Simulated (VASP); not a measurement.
# Ga6GeTe (P-6m2) in VASP: relaxation of cell and atoms with PBE

Aim: the relaxation of cell and atoms of Ga6GeTe with PBE.

Everything below comes from runs of VASP 6.6.1. Logs are shortened: lines on timing, memory, paths and dates and some standing lists are left out, and cuts for length are marked.

### Step 1. The cell of the first run

It takes space group P-6m2 (No. 187, hexagonal). Conventional cell: a = 4.616 Å, b = 4.616 Å, c = 9.286 Å, α = 90.00°, β = 90.00°, γ = 120.00°. Ga (site symmetry -6m2) has 11 Ga at 2.51 to 3.18 Å within 3.3 Å. Ga (site symmetry 3m) has 10 Ga at 2.78 to 3.47 Å and 1 Ge at 2.91 Å within 3.7 Å. Within 3.5 Å of Ga (site symmetry 3m) lie 4 Ga at 2.51 to 2.78 Å and 3 Ge at 3.41 Å and 3 Te at 3.41 Å. Within 3.5 Å of Ga (site symmetry -6m2) lie 9 Ga at 2.66 to 3.18 Å. Within 3.5 Å of Ge (site symmetry -6m2) lie 3 Te at 2.66 Å and 8 Ga at 2.91 to 3.41 Å. Within 3.5 Å of Te (site symmetry -6m2) lie 3 Ge at 2.66 Å and 6 Ga at 3.41 Å.

The cell was generated, and may not be a known phase.

### Step 2. Relaxation of cell and atoms, PBE

File INCAR:

```
PREC = Accurate
ENCUT = 600
EDIFF = 1E-7
ISMEAR = 0
SIGMA = 0.2
LREAL = False
LASPH = True
NELM = 60
ALGO = Fast
ISIF = 3
LWAVE = False
LCHARG = False
GGA = PE
IBRION = 2
NSW = 36
EDIFFG = -0.08
```

File KPOINTS:

```
Automatic mesh
0
Gamma
  4 4 2
```

File POSCAR:

```
Ga6GeTe
1.0
    4.6157027300      0.0000000000      0.0000000000
   -2.3078513700      3.9973158200      0.0000000000
    0.0000000000      0.0000000000      9.2860852500
Ga Ge Te
6 1 1
Direct
    0.6666666700      0.3333333300      0.0000000000
    0.3333333300      0.6666666700      0.1867375100
    0.3333333300      0.6666666700      0.8132624900
    0.6666666700      0.3333333300      0.7294732500
    0.6666666700      0.3333333300      0.2705267500
    0.0000000000      0.0000000000      0.0000000000
    0.3333333300      0.6666666700      0.5000000000
    0.0000000000      0.0000000000      0.5000000000
```

Potentials or basis: VASP PAW PBE potentials, release 64 (Ga_d, Ge_d, Te).

On the command line:

```sh
$ cat potpaw_PBE.64/Ga_d/POTCAR potpaw_PBE.64/Ge_d/POTCAR potpaw_PBE.64/Te/POTCAR > POTCAR
$ mpirun -np 1 vasp_std > vasp.out
```

OUTCAR:

```text
PREC = Accurate
   ENCUT = 600
   EDIFF = 1E-7
   ISMEAR = 0
   LREAL = False
   LASPH = True
   NELM = 60
   ISIF = 3
   GGA = PE
   IBRION = 2
   NSW = 36
   EDIFFG = -0.08

 ion  position               nearest neighbor table
   1  0.667  0.333  0.000-   4 2.51   5 2.51   6 2.66   6 2.66   6 2.66
   2  0.333  0.667  0.187-   5 2.78   5 2.78   5 2.78   7 2.91
   3  0.333  0.667  0.813-   4 2.78   4 2.78   4 2.78   7 2.91
   4  0.667  0.333  0.729-   1 2.51   3 2.78   3 2.78   3 2.78
   5  0.667  0.333  0.271-   1 2.51   2 2.78   2 2.78   2 2.78
   6  0.000  0.000  0.000-   1 2.66   1 2.66   1 2.66
   7  0.333  0.667  0.500-   8 2.66   8 2.66   8 2.66   2 2.91   3 2.91
   8  0.000  0.000  0.500-   7 2.66   7 2.66   7 2.66

  LATTYP: Found a hexagonal cell.
 ALAT       =     4.6157027300
 C/A-ratio  =     2.0118464713

  Lattice vectors:

 A1 = (   4.6157027300,   0.0000000000,   0.0000000000)
 A2 = (  -2.3078513700,   3.9973158200,   0.0000000000)
 A3 = (   0.0000000000,   0.0000000000,   9.2860852500)

Analysis of symmetry for initial positions (statically):
=====================================================================
 Subroutine PRICEL returns:
 Original cell was already a primitive cell.

 Routine SETGRP: Setting up the symmetry group for a
 hexagonal supercell.

 Subroutine GETGRP returns: Found 12 space group operations
 (whereof 12 operations were pure point group operations)
 out of a pool of 24 trial point group operations.

The static configuration has the point symmetry D_3h.

Analysis of symmetry for dynamics (positions and initial velocities):
=====================================================================
 Subroutine PRICEL returns:
 Original cell was already a primitive cell.

 Routine SETGRP: Setting up the symmetry group for a
 hexagonal supercell.

 Subroutine GETGRP returns: Found 12 space group operations
 (whereof 12 operations were pure point group operations)
 out of a pool of 24 trial point group operations.

The dynamic configuration has the point symmetry D_3h.

 Subroutine INISYM returns: Found 12 space group operations
 (whereof 12 operations are pure point group operations),
 and found     1 'primitive' translations

----------------------------------------------------------------------------------------

                                     Primitive cell

  volume of cell :     171.3322

  direct lattice vectors                    reciprocal lattice vectors
[... 102 lines left out ...]
     AMIX_MAG =   1.60;   BMIX_MAG =  1.00
  volume/ion in A,a.u.               =      21.42       144.53
  Fermi-wavevector in a.u.,A,eV,Ry     =   1.358951  2.568045 25.126538  1.846748
  Thomas-Fermi vector in A             =   2.485741
   LORBIT       =      0    0 simple, 1 ext, 2 COOP (PROOUT), +10 PAW based schemes
   GGA     = PE    functional components
   LHFCALC =     F    Hartree Fock is set to
   AEXX    =    0.0000 exact exchange contribution
   IVDW    =     0    specifies the selected vdW correction
   LEPSILON=     F    determine dielectric tensor
   LRPA    =     F    only Hartree local field effects (RPA)
 conjugate gradient relaxation of ions
 non-spin polarized calculation
 RMM-DIIS sequential band-by-band and
 Gauss-broadening in eV      SIGMA  =   0.20
  energy-cutoff  :      600.00
  volume of cell :      171.33
 maximum number of plane-waves:      5733
 NGX is ok and might be reduce to    40
   NGX = 19   NGY = 19   NGZ = 37

--------------------------------------- Ionic step        1  -------------------------------------------

 number of electron      98.0000000 magnetization

 Free energy of the ion-electron system (eV)
  ---------------------------------------------------
  ext. energy  EPLUGINS =         0.00000000
  ---------------------------------------------------
  free energy    TOTEN  =       -23.21768186 eV

  energy without entropy =      -23.11150068  energy(sigma->0) =      -23.16459127

------------------------ aborting loop because EDIFF is reached ----------------------------------------

  FORCE on cell =-STRESS in cart. coord.  units (eV):
  Direction    XX          YY          ZZ          XY          YZ          ZX
  --------------------------------------------------------------------------------------
  -------------------------------------------------------------------------------------
  Total        5.2680837      5.2680837      2.8264071     -0.0000000     -0.0000000      0.0000000
  in kB       49.2633898     49.2633898     26.4305584     -0.0000001     -0.0000000      0.0000000
  external PRESSURE =      41.6524460 kB  Pullay stress =       0.0000000 kB
[... 71 lines left out ...]
--------------------------------------- Ionic step        3  -------------------------------------------

 number of electron      98.0000013 magnetization

 E-fermi :   4.6106     XC(G=0):  -9.9823

 val. band max:        4.5806593192   @ k =   0.0000   0.0000   0.5000
 cond. band min:       4.6671404472   @ k =   0.0000   0.0000   0.0000
 fundamental gap:      0.0864811280
 Fermi energy:         4.6106148608

 k-point     1 :       0.0000    0.0000    0.0000
  band No.  band energies     occupation
      1     -20.0905      2.00000
      2     -20.0905      2.00000
      3     -20.0512      2.00000
      4     -20.0490      2.00000
      5     -20.0490      2.00000
      6     -10.5368      2.00000
[... 512 lines left out ...]
  FREE ENERGIE OF THE ION-ELECTRON SYSTEM (eV)
  ---------------------------------------------------
  free  energy   TOTEN  =       -23.5107446457 eV

  energy  without entropy=      -23.3986038547  energy(sigma->0) =      -23.45467425

[... ionic steps 4 to 11 ...]

--------------------------------------- Ionic step       12  -------------------------------------------

 number of electron      98.0000010 magnetization

------------------------ aborting loop because EDIFF is reached ----------------------------------------
[... 79 lines left out ...]
--------------------------------------- Ionic step       14  -------------------------------------------

 number of electron      98.0000005 magnetization

 Free energy of the ion-electron system (eV)
  ---------------------------------------------------
  ext. energy  EPLUGINS =         0.00000000
  ---------------------------------------------------
  free energy    TOTEN  =       -24.00225230 eV

  energy without entropy =      -23.93190655  energy(sigma->0) =      -23.96707942

 E-fermi :   5.1568     XC(G=0): -10.2656

 val. band max:        5.1432303356   @ k =   0.0000   0.0000   0.5000
 cond. band min:       5.1729989435   @ k =   0.2500   0.0000   0.5000
 fundamental gap:      0.0297686079
 Fermi energy:         5.1568217917

 k-point     1 :       0.0000    0.0000    0.0000
  band No.  band energies     occupation
      1     -19.5589      2.00000
      2     -19.5589      2.00000
      3     -19.4964      2.00000
      4     -19.4964      2.00000
      5     -19.4925      2.00000
      6      -9.8956      2.00000
[... 512 lines left out ...]
  FREE ENERGIE OF THE ION-ELECTRON SYSTEM (eV)
  ---------------------------------------------------
  free  energy   TOTEN  =       -24.0022522976 eV

  energy  without entropy=      -23.9319065493  energy(sigma->0) =      -23.96707942

 reached required accuracy - stopping structural energy minimisation
```

CONTCAR:

```text
Ga6GeTe
   1.00000000000000
     4.8536430555215180   -0.0000000002723773   -0.0000000000000000
    -2.4268215332543961    4.2033781865500206   -0.0000000000000000
    -0.0000000000000000   -0.0000000000000000    8.8163661454993694
  Ga              Ge              Te
     6     1     1
Direct
     0.6666666699999979    0.3333333300000021    0.0000000000000000
     0.3333333300000021    0.6666666699999979    0.1812032834694302
     0.3333333300000021    0.6666666699999979    0.8187967165305698
     0.6666666699999979    0.3333333300000021    0.6711501916319251
     0.6666666699999979    0.3333333300000021    0.3288498083680750
     0.0000000000000000    0.0000000000000000    0.0000000000000000
     0.3333333300000021    0.6666666699999979    0.5000000000000000
     0.0000000000000000    0.0000000000000000    0.5000000000000000

  0.00000000E+00  0.00000000E+00  0.00000000E+00
  0.00000000E+00  0.00000000E+00  0.00000000E+00
  0.00000000E+00  0.00000000E+00  0.00000000E+00
  0.00000000E+00  0.00000000E+00  0.00000000E+00
  0.00000000E+00  0.00000000E+00  0.00000000E+00
  0.00000000E+00  0.00000000E+00  0.00000000E+00
  0.00000000E+00  0.00000000E+00  0.00000000E+00
  0.00000000E+00  0.00000000E+00  0.00000000E+00
```

Run time: 30 min. Hardware: 1 thread of Intel Xeon Platinum 8559C (Emerald Rapids), shared host; peak memory 0.45 GiB.

What came out:

* Free energy: -24.0023 eV
* Relaxed volume: 22.48 Å³/atom
* Relaxed cell: a = 4.854 Å, b = 4.854 Å, c = 8.816 Å, α = 90.00°, β = 90.00°, γ = 120.00°
* Space group after relaxing (to 0.1 Å): P-6m2 (No. 187)
* Energy gained by relaxing: 98.1 meV/atom
* Ionic steps: 14
* Pressure after relaxing: -0.3 GPa
* Largest force after relaxing: 0.078 eV/Å
* Band gap on the k mesh: zero (bands 49 and 50 overlap by 0.77 eV)

Forces in eV/Å, atoms in the order of the input:
```
Ga   0.000  0.000  0.000
Ga   0.000  0.000 -0.031
Ga   0.000  0.000  0.031
Ga   0.000  0.000  0.078
Ga   0.000  0.000 -0.078
Ga   0.000  0.000  0.000
Ge   0.000  0.000  0.000
Te   0.000  0.000  0.000
```

Step by step:
| step | energy change (eV) | largest force (eV/Å) | pressure (GPa) | volume (Å³) |
| --- | --- | --- | --- | --- |
| 1 | 0.0000 | 1.0460 | 4.17 | 171.33 |
| 2 | -0.2794 | 0.7226 | 0.07 | 185.50 |
| 3 | -0.2931 | 0.6439 | -0.89 | 190.13 |
| 4 | -0.3592 | 0.6054 | -0.85 | 188.75 |
| 5 | -0.5410 | 0.4871 | -0.62 | 184.60 |
| 6 | -0.7202 | 0.4379 | 0.76 | 176.30 |
| 7 | -0.7220 | 0.3648 | 0.46 | 177.53 |
| 8 | -0.7229 | 0.3912 | 0.55 | 177.09 |
| 9 | -0.7494 | 0.2824 | -0.50 | 180.88 |
| 10 | -0.7508 | 0.3051 | -0.49 | 180.17 |
| 11 | -0.7753 | 0.1656 | 0.20 | 177.83 |
| 12 | -0.7753 | 0.1663 | 0.20 | 177.82 |
| 13 | -0.7841 | 0.0951 | -0.25 | 179.45 |
| 14 | -0.7846 | 0.0776 | -0.35 | 179.87 |

Final structure:
```
Ga Ge Te
1.0
     4.85364    0.00000    0.00000
    -2.42682    4.20338    0.00000
     0.00000    0.00000    8.81637
Ga Ge Te
6 1 1
Cartesian
  2.4268 1.4011 0.0000
  0.0000 2.8023 1.5976
  0.0000 2.8023 7.2188
  2.4268 1.4011 5.9171
  2.4268 1.4011 2.8993
  0.0000 0.0000 0.0000
  0.0000 2.8023 4.4082
  0.0000 0.0000 4.4082
```

Levels at points of the mesh, in eV from the Fermi level:
```
           k point  band 47  band 48  band 49  band 50  band 51  band 52
(0.00, 0.00, 0.00)    -1.49    -1.38    -0.08    -0.08     0.11     0.12
(0.50, 0.00, 0.00)    -1.02    -0.61    -0.37    -0.14     0.37     2.06
(0.00, 0.00, 0.50)    -1.56    -0.52    -0.52    -0.01    -0.01     0.15
(0.50, 0.00, 0.50)    -2.47    -0.72     0.63     0.87     1.21     1.42
```

Caveat: the k points lie up to 0.37 Å⁻¹ apart in the final cell, too coarse for converged energies and pressures of a metal; spin-orbit coupling is left out, which moves the levels of the heavy elements; the relaxation stopped at a loose force limit of 0.08 eV/Å, so its end isn't a converged minimum.

The gap in the log of VASP goes by the Fermi energy; the results here count the filled bands.